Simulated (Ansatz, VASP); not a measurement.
# Two plane-wave programs on InP

INCAR

```
SYSTEM = InP
  PREC = Accurate
  ENCUT = 520
  EDIFF = 1E-6
  ISMEAR = 0
  SIGMA = 0.05
  LREAL = .FALSE.
  LASPH = .TRUE.
  NELM = 80
  ALGO = Normal
  ISIF = 2
  LWAVE = .FALSE.
  LCHARG = .FALSE.
  GGA = PE
  NBANDS = 16
```

File KPOINTS:

```
Automatic mesh
0
G
  10 10 10
  0 0 0
```

POSCAR

```
InP
1.0
    0.0000000000      2.6851008885      3.4906311550
    2.6851008885      0.0000000000      3.4906311550
    2.6851008885      2.6851008885      0.0000000000
In P
1 1
Direct
    0.0000000000      0.0000000000      0.0000000000
    0.7500000000      0.7500000000      0.7500000000
```

Input for Ansatz:

```yaml
crystal:
  lattice:
    - [0.0, 2.6851008885, 3.490631155]
    - [2.6851008885, 0.0, 3.490631155]
    - [2.6851008885, 2.6851008885, 0.0]
  atoms:
    - { symbol: In, position: [0.0, 0.0, 0.0] }
    - { symbol: P, position: [0.75, 0.75, 0.75] }
basis:
  ecutwfc: 420
kpoints:
  mp_grid: { grid: [10, 10, 10] }
hamiltonian:
  xc: pbe
scf:
  occupations: { method: gaussian, width: 0.05 }
output:
  forces: true
  stress: true
  eigenvalues: true
  write_density: true
  write_potential: true
  elf: true
  volumetric_format: npy
```

Alike in both runs: task single point; functional PBE; k mesh 10 × 10 × 10; occupations gaussian, width 0.05 eV; no spin polarisation.

|  | VASP | Ansatz |
| --- | --- | --- |
| version | VASP 6.6.1 | Ansatz 0.2.0 |
| potentials or method | VASP PAW PBE potentials, release 64 (In_d, P), cutoff 520 eV | scalar-relativistic, plane waves, PAW |
| valence electrons in the cell | 18 | 18 |

Ansatz gave:

- gap on the k mesh at the Fermi level (eV): none
- pressure (GPa): 2.1
- traceless stress, the component that is largest in VASP (GPa): -10.75

Problem. Which values does VASP return?

Solution. gap on the k mesh at the Fermi level (eV): none; pressure (GPa): 2.0; traceless stress, the component that is largest in VASP (GPa): -10.75.

A gap of «none» marks a metal or a gap that the smearing closes.
